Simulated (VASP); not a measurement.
Wanted: the native input for a VASP 6.6.1 run.

```
Task                   : single point
Functional             : PBE
Potentials or basis    : VASP PAW PBE potentials, release 64 (Ca_sv, Bi_d)
Cutoff                 : 520 eV
k mesh                 : 15 × 15 × 12
Occupations            : gaussian, width 0.1 eV
Spin                   : no spin polarisation
Dipole correction      : no
Further INCAR settings : ALGO = Normal; EDIFF = 1e-06; NBANDS = 20
```

The structure of CaBi lies in POSCAR:

```
CaBi
1.0
    4.0849509802      0.0000000000      0.0000000000
   -2.0424754901      3.5376713221      0.0000000000
    0.0000000000      0.0000000000      4.6454534990
Ca Bi
1 1
Direct
    0.0000000000      0.0000000000      0.0000000000
    0.3333333333      0.6666666667      0.5000000000
```

One way to write it, as run:

INCAR

```
ALGO = Normal
EDIFF = 1E-6
ENCUT = 520
GGA = PE
ISIF = 2
ISMEAR = 0
LASPH = T
LCHARG = T
LELF = T
LREAL = F
LVHAR = T
LWAVE = F
NBANDS = 20
NELM = 100
PREC = Accurate
SIGMA = 0.1
```

KPOINTS

```
k-points
0
Gamma
  15 15 12
```

Potentials or basis: VASP PAW PBE potentials, release 64 (Ca_sv, Bi_d).

Run with:

```sh
$ cat potpaw_PBE.64/Ca_sv/POTCAR potpaw_PBE.64/Bi_d/POTCAR > POTCAR
$ mpirun -np 1 vasp_std > vasp.out
```

Results of the run:

| Item | Value |
| --- | --- |
| Pressure | 0.0 GPa |

Wall time 2.9 min on 1 thread of Intel(R) Xeon(R) Platinum 8259CL CPU @ 2.50GHz (Skylake/Cascade Lake) (shared host), peak memory 0.37 GiB.
